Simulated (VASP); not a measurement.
# Te (R-3m) in VASP: further runs

The runs below take Te through single point, with PBEsol.

All numbers are computed with VASP 6.6.1; they aren't measurements. Logs are shortened: lines on timing, memory, paths and dates and some standing lists are left out, and cuts for length are marked.

## (1) The cell of the first run

Symmetry: R-3m, No. 166, trigonal system. The conventional cell has a = 4.541 Å, b = 4.541 Å, c = 5.257 Å, α = 90.00°, β = 90.00°, γ = 120.00°. Within 4.1 Å of Te (site symmetry -3m) lie 6 Te at 3.15 Å.

## (2) Single point, PBEsol

The input, INCAR:

```
PREC     = Accurate       # precision mode
ENCUT    = 520            # plane-wave cutoff, eV
EDIFF    = 1E-6           # SCF threshold, eV
ISMEAR   = -1             # smearing method
SIGMA    = 0.05           # smearing width, eV
LREAL    = False          # projectors in reciprocal space
LASPH    = True           # aspherical terms in the spheres
NELM     = 80             # most SCF steps
ALGO     = Normal         # electronic algorithm
ISIF     = 2              # what is computed and relaxed
LWAVE    = False          # write WAVECAR
LCHARG   = False          # write CHGCAR
GGA      = PS             # functional
NBANDS   = 9              # bands
```

The input, KPOINTS:

```
Automatic mesh
0
Gamma
  9 9 9
```

The input, POSCAR:

```
Te
1.0
    2.2703643485      1.3107954677      1.7524469532
   -2.2703643485      1.3107954677      1.7524469532
    0.0000000000     -2.6215909355      1.7524469532
Te
1
Direct
    0.5000000000      0.5000000000      0.5000000000
```

Potentials or basis: VASP PAW PBE potentials, release 64 (Te).

Started as:

```bash
> cat potpaw_PBE.64/Te/POTCAR > POTCAR
> mpirun -np 1 vasp_std > vasp.out
```

OUTCAR:

```text
PREC = Accurate
   ENCUT = 520
   EDIFF = 1E-6
   ISMEAR = -1
   LREAL = False
   LASPH = True
   NELM = 80
   ISIF = 2
   GGA = PS

 ion  position               nearest neighbor table
   1  0.500  0.500  0.500-

  LATTYP: Found a trigonal (rhomboedric) cell.
 ALAT       =     3.1533806235
 COS(alpha) =    -0.0367363432

  Lattice vectors:

 A1 = (   2.2703643485,   1.3107954677,   1.7524469532)
 A2 = (  -2.2703643485,   1.3107954677,   1.7524469532)
 A3 = (   0.0000000000,  -2.6215909355,   1.7524469532)

Analysis of symmetry for initial positions (statically):
=====================================================================
 Subroutine PRICEL returns:
 Original cell was already a primitive cell.

 Routine SETGRP: Setting up the symmetry group for a
 trigonal (rhombohedral) supercell.

 Subroutine GETGRP returns: Found 12 space group operations
 (whereof 12 operations were pure point group operations)
 out of a pool of 12 trial point group operations.

The static configuration has the point symmetry D_3d.

Analysis of symmetry for dynamics (positions and initial velocities):
=====================================================================
 Subroutine PRICEL returns:
 Original cell was already a primitive cell.

 Routine SETGRP: Setting up the symmetry group for a
 trigonal (rhombohedral) supercell.

 Subroutine GETGRP returns: Found 12 space group operations
 (whereof 12 operations were pure point group operations)
 out of a pool of 12 trial point group operations.

The dynamic configuration has the point symmetry D_3d.

 Subroutine INISYM returns: Found 12 space group operations
 (whereof 12 operations are pure point group operations),
 and found     1 'primitive' translations

----------------------------------------------------------------------------------------

                                     Primitive cell

  volume of cell :      31.2915

  direct lattice vectors                    reciprocal lattice vectors
     2.270364348  1.310795468  1.752446953     0.220228969  0.127149255  0.190210227
    -2.270364348  1.310795468  1.752446953    -0.220228969  0.127149255  0.190210227
     0.000000000 -2.621590935  1.752446953     0.000000000 -0.254298509  0.190210227

  length of vectors
     3.153380624  3.153380624  3.153380624     0.317565210  0.317565210  0.317565210

  position of ions in fractional coordinates (direct lattice)
     0.500000000  0.500000000  0.500000000

  ion indices of the primitive-cell ions
   primitive index   ion index
                 1           1

----------------------------------------------------------------------------------------

 KPOINTS: Automatic mesh

Automatic generation of k-mesh.
 Grid dimensions read from file:
 generate k-points for:    9    9    9

 Generating k-lattice:

  Cartesian coordinates                     Fractional coordinates (reciprocal lattice)
     0.024469885  0.014127695  0.021134470     0.111111111  0.000000000  0.000000000
    -0.024469885  0.014127695  0.021134470     0.000000000  0.111111111  0.000000000
     0.000000000 -0.028255390  0.021134470     0.000000000  0.000000000  0.111111111

  Length of vectors
     0.035285023  0.035285023  0.035285023

  Shift w.r.t. Gamma in fractional coordinates (k-lattice)
     0.000000000  0.000000000  0.000000000

 Subroutine IBZKPT returns following result:
 ===========================================

 Found     85 irreducible k-points:

 Following reciprocal coordinates:
            Coordinates               Weight
  0.000000  0.000000  0.000000      1.000000
  0.111111 -0.000000 -0.000000      6.000000
  0.222222  0.000000  0.000000      6.000000
  0.333333 -0.000000 -0.000000      6.000000
  0.444444  0.000000  0.000000      6.000000
  0.111111  0.111111 -0.000000      6.000000
[... 16 lines left out ...]
 -0.333333  0.333333  0.000000      6.000000
  0.444444  0.444444  0.000000      6.000000
 [... further k-points ...]
   k-points           NKPTS =     85   k-points in BZ     NKDIM =     85   number of bands    NBANDS=      9
   number of dos      NEDOS =    301   number of ions     NIONS =      1
   total plane-waves  NPLWV =  13824
   dimension x,y,z NGX =    24 NGY =   24 NGZ =   24
   dimension x,y,z NGXF=    48 NGYF=   48 NGZF=   48
   ions per type =               1
   NGX,Y,Z   is equivalent  to a cutoff of  12.65, 12.65, 12.65 a.u.
   NGXF,Y,Z  is equivalent  to a cutoff of  25.31, 25.31, 25.31 a.u.
 SYSTEM =  unknown system
   PREC   = accura    normal or accurate (medium, high low for compatibility)
   ISTART =      0    job   : 0-new  1-cont  2-samecut
   ICHARG =      2    charge: 1-file 2-atom 10-const
   ISPIN  =      1    spin polarized calculation?
   LNONCOLLINEAR =      F non collinear calculations
   LSORBIT =      F    spin-orbit coupling
   LASPH  =      T    aspherical Exc in radial PAW
   ENCUT  =  520.0 eV  38.22 Ry    6.18 a.u.   5.86  5.86  5.86*2*pi/ulx,y,z
   NELM   =     80;   NELMIN=  2; NELMDL= -5     # of ELM steps
   EDIFF  = 0.1E-05   stopping-criterion for ELM
   LREAL  =      F    real-space projection
   EDIFFG = 0.1E-04   stopping-criterion for IOM
   NSW    =      0    number of steps for IOM
   IBRION =     -1    ionic relax: 0-MD 1-quasi-New 2-CG
   NFREE  =      0    steps in history (QN), initial steepest desc. (CG)
   ISIF   =      2    stress and relaxation
   ISYM   =      2    0-nonsym 1-usesym 2-fastsym
   POTIM  = 0.5000    time-step for ionic-motion
   TEBEG  =    0.0;   TEEND  =   0.0 temperature during run
   PSTRESS=    0.0 pullay stress
   NELECT =       6.0000    total number of electrons
   NUPDOWN=      -1.0000    fix difference up-down
   EMIN   =  10.00;   EMAX   =-10.00  energy-range for DOS
   EFERMI =   0.00;   METHOD = LEGACY
   ISMEAR =    -1;   SIGMA  =   0.05  broadening in eV -4-tet -1-fermi 0-gaus
   EFERMI_NEDOS =   21; number of points for ismear=-14 and -15
   IALGO  =     38    algorithm
   IMIX   =      4    mixing-type and parameters
     AMIX     =   0.40;   BMIX     =  1.00
     AMIX_MAG =   1.60;   BMIX_MAG =  1.00
  volume/ion in A,a.u.               =      31.29       211.17
  Fermi-wavevector in a.u.,A,eV,Ry     =   0.944024  1.783947 12.125258  0.891181
  Thomas-Fermi vector in A             =   2.071788
   LORBIT       =      0    0 simple, 1 ext, 2 COOP (PROOUT), +10 PAW based schemes
   GGA     = PS    functional components
   LHFCALC =     F    Hartree Fock is set to
   AEXX    =    0.0000 exact exchange contribution
   IVDW    =     0    specifies the selected vdW correction
   LEPSILON=     F    determine dielectric tensor
   LRPA    =     F    only Hartree local field effects (RPA)
 non-spin polarized calculation
  energy-cutoff  :      520.00
  volume of cell :       31.29
 maximum number of plane-waves:       861
   NGX = 11   NGY = 11   NGZ = 11

 number of electron       5.9999998 magnetization

 Free energy of the ion-electron system (eV)
  ---------------------------------------------------
  ext. energy  EPLUGINS =         0.00000000
  ---------------------------------------------------
  free energy    TOTEN  =        -3.50614425 eV

  energy without entropy =       -3.50128186  energy(sigma->0) =       -3.50371306

 E-fermi :   6.9070     XC(G=0):  -9.6203

 val. band max:        6.8997208308   @ k =  -0.1111   0.1111   0.0000
 cond. band min:       6.9161820985   @ k =  -0.3333   0.4444   0.2222
 fundamental gap:      0.0164612677
 Fermi energy:         6.9070186307

 k-point     1 :       0.0000    0.0000    0.0000
  band No.  band energies     occupation
      1      -7.0744      2.00000
      2       7.9700      0.00000
      3       8.2151      0.00000
      4       8.2151      0.00000
      5      12.8960      0.00000
      6      12.8960      0.00000
      7      13.3926      0.00000
      8      24.4515      0.00000
      9      24.5392      0.00000

 k-point     2 :       0.1111   -0.0000   -0.0000
  band No.  band energies     occupation
      1      -6.9214      2.00000
      2       6.5835      1.99691
      3       8.1927      0.00000
      4       8.3507      0.00000
      5      13.0372      0.00000
      6      13.3615      0.00000
      7      14.9242      0.00000
      8      22.1945      0.00000
      9      22.2489      0.00000

 k-point     3 :       0.2222    0.0000    0.0000
  band No.  band energies     occupation
      1      -6.4837      2.00000
      2       4.1618      2.00000
      3       8.5604      0.00000
      4       8.7242      0.00000
      5      13.4466      0.00000
      6      13.8711      0.00000
      7      18.0311      0.00000
      8      20.1526      0.00000
      9      20.1584      0.00000

 k-point     4 :       0.3333   -0.0000   -0.0000
  band No.  band energies     occupation
      1      -5.8543      2.00000
      2       2.0631      2.00000
      3       9.0525      0.00000
      4       9.2196      0.00000
      5      14.0557      0.00000
      6      14.6901      0.00000
      7      18.1620      0.00000
      8      18.5552      0.00000
      9      19.4391      0.00000
[... 205 lines left out ...]
 k-point    22 :      -0.4444    0.3333   -0.0000
  band No.  band energies     occupation
      1      -4.0895      2.00000
      2       1.9294      2.00000
      3       3.7382      2.00000
      4      10.1319      0.00000
      5      10.4937      0.00000
      6      16.5137      0.00000
      7      18.5038      0.00000
      8      19.4804      0.00000
      9      20.1010      0.00000

 k-point    23 :      -0.3333    0.3333    0.0000
  band No.  band energies     occupation
      1      -4.6663      2.00000
      2       3.2943      2.00000
      3       3.3243      2.00000
      4      10.1154      0.00000
      5      11.1189      0.00000
      6      15.7038      0.00000
      7      19.2411      0.00000
      8      19.6205      0.00000
      9      20.8651      0.00000

 k-point    24 :       0.4444    0.4444    0.0000
  band No.  band energies     occupation
      1      -3.4901      2.00000
      2       2.1623      2.00000
      3       2.5241      2.00000
      4       9.1146      0.00000
      5      10.8644      0.00000
      6      17.4192      0.00000
      7      19.2132      0.00000
      8      19.4377      0.00000
      9      19.5979      0.00000

 [... further k-points ...]
[... 5 lines left out ...]
  --------------------------------------------------------------------------------------
  -------------------------------------------------------------------------------------
  Total        0.0079066      0.0079066      0.0081321      0.0000000     -0.0000000      0.0000000
  in kB        0.4048317      0.4048317      0.4163790      0.0000000     -0.0000000      0.0000000
  external PRESSURE =       0.4086808 kB  Pullay stress =       0.0000000 kB

 VOLUME and BASIS-vectors are now :
 -----------------------------------------------------------------------------
  energy-cutoff  :      520.00
  volume of cell :       31.29
      direct lattice vectors                 reciprocal lattice vectors
     2.270364348  1.310795468  1.752446953     0.220228969  0.127149255  0.190210227
    -2.270364348  1.310795468  1.752446953    -0.220228969  0.127149255  0.190210227
     0.000000000 -2.621590935  1.752446953     0.000000000 -0.254298509  0.190210227

 POSITION                                       TOTAL-FORCE (eV/Angst)
 -----------------------------------------------------------------------------------
      0.00000     -0.00000      2.62867         0.000000     -0.000000     -0.000000
 -----------------------------------------------------------------------------------
    total drift:                                0.000000      0.000000     -0.000000

  FREE ENERGIE OF THE ION-ELECTRON SYSTEM (eV)
  ---------------------------------------------------
  free  energy   TOTEN  =        -3.5061442520 eV

  energy  without entropy=       -3.5012818641  energy(sigma->0) =       -3.50371306
```

Wall time 7.9 s (1 thread of Intel Xeon 6975P-C (Granite Rapids), shared host); peak memory 0.15 GiB.

Results:

- Free energy: -3.5061 eV
- Pressure: 0.0 GPa
- Band gap on the k mesh: zero (band 3 reaches 9.43 eV, above the bottom of band 4 at 4.14 eV)

Caveat: the PAW data sets were made with another functional, which shifts forces and pressure a little; spin-orbit coupling is left out, which moves the levels of the heavy elements.

## (3) Single point, PBEsol

The input, INCAR:

```
ALGO = Normal
EDIFF = 1E-7
ENCUT = 520
GGA = PS
ISIF = 2
ISMEAR = -1
LASPH = T
LCHARG = F
LREAL = F
LWAVE = F
NBANDS = 9
NELM = 60
PREC = Accurate
SIGMA = 0.05
```

The input, KPOINTS:

```
k-points
0
Gamma
  9 9 9
```

The input, POSCAR:

```
Te
1.0
    2.2703643424      1.3107954643      1.7524469643
   -2.2703643424      1.3107954643      1.7524469643
    0.0000000000     -2.6215909285      1.7524469643
Te
1
Direct
    0.5000000000      0.5000000000      0.5000000000
```

Potentials or basis: VASP PAW PBE potentials, release 64 (Te).

Started as:

```bash
> cat potpaw_PBE.64/Te/POTCAR > POTCAR
> mpirun -np 1 vasp_std > vasp.out
```

Wall time 9.8 s (1 thread of Intel Xeon Platinum 8488C (Sapphire Rapids), shared host); peak memory 0.15 GiB.

It converged, with:

```
Free energy            : -3.5061 eV
Pressure               : 0.0 GPa
Band gap on the k mesh : zero (band 3 reaches 9.43 eV, above the bottom of band 4 at 4.14 eV)
```

Levels at points of the mesh, in eV from the Fermi level:
```
           k point  band 1  band 2  band 3  band 4  band 5  band 6  band 7  band 8
(0.00, 0.00, 0.00)  -13.98    1.06    1.31    1.31    5.99    5.99    6.49   17.54
```

Caveat: the PAW data sets were made with another functional, which shifts forces and pressure a little; spin-orbit coupling is left out, which moves the levels of the heavy elements.

## (4) Single point, PBEsol

The input, INCAR:

```
ALGO = Normal
EDIFF = 1E-6
ENCUT = 520
GGA = PS
ISIF = 2
ISMEAR = -1
LASPH = True
LCHARG = True
LELF = True
LREAL = False
LVHAR = True
LWAVE = False
NBANDS = 9
NELM = 100
PREC = Accurate
SIGMA = 0.05
```

KPOINTS is that of step 3.

The input, POSCAR:

```
Te
1.0
    2.2708870935      1.3110972747      1.7519753933
   -2.2708870935      1.3110972747      1.7519753933
    0.0000000000     -2.6221945494      1.7519753933
Te
1
Direct
    0.5000000000      0.5000000000      0.5000000000
```

Started as:

```bash
> cat potpaw_PBE.64/Te/POTCAR > POTCAR
> mpirun -np 1 vasp_std > vasp.out
```

Wall time 21 s (1 thread of AMD EPYC 7R13, shared host); peak memory 0.12 GiB.

It converged, with:

- Free energy: -3.5061 eV
- Pressure: 0.0 GPa
- Band gap on the k mesh: zero (band 3 reaches 9.43 eV, above the bottom of band 4 at 4.15 eV)

Levels at points of the mesh, in eV from the Fermi level:
| k point | band 1 | band 2 | band 3 | band 4 | band 5 | band 6 | band 7 | band 8 |
| --- | --- | --- | --- | --- | --- | --- | --- | --- |
| (0.00, 0.00, 0.00) | -13.98 | 1.06 | 1.31 | 1.31 | 5.99 | 5.99 | 6.48 | 17.54 |

Caveat: the PAW data sets were made with another functional, which shifts forces and pressure a little; spin-orbit coupling is left out, which moves the levels of the heavy elements.
